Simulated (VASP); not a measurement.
A run of VASP 6.6.1:

INCAR

```
SYSTEM = Pt
PREC = Accurate ; ENCUT = 520
EDIFF = 1E-6 ; ISMEAR = 0
SIGMA = 0.1 ; LREAL = .FALSE.
LASPH = .TRUE. ; NELM = 80
ALGO = Fast ; ISIF = 2
LWAVE = .FALSE. ; LCHARG = .FALSE.
GGA = PE ; NBANDS = 22
```

File KPOINTS:

```
regular mesh
0
G
  15 15 8
  0 0 0
```

Contents of POSCAR:

```
Pt
1.0
    2.8072945027      0.0000000000      0.0000000000
   -1.4036472513      2.4311883552      0.0000000000
    0.0000000000      0.0000000000      6.8764390892
Pt
3
Direct
    0.0000000000      0.0000000000      0.0000000000
    0.3333333333      0.6666666667      0.3333333333
    0.6666666667      0.3333333333      0.6666666667
```

Potentials or basis: VASP PAW PBE potentials, release 64 (Pt).

The run is started by

```sh
$ cat potpaw_PBE.64/Pt/POTCAR > POTCAR
$ mpirun -np 1 vasp_std > vasp.out
```

Hardware: 1 thread of Intel(R) Xeon(R) Platinum 8559C (Emerald Rapids), with other jobs on the host.

Estimate the wall time of this run.

Run time: 97 s on 1 thread of Intel(R) Xeon(R) Platinum 8559C (Emerald Rapids), with other jobs on the host, peak memory 0.28 GiB. Counts: scf iterations 14, k points 192.
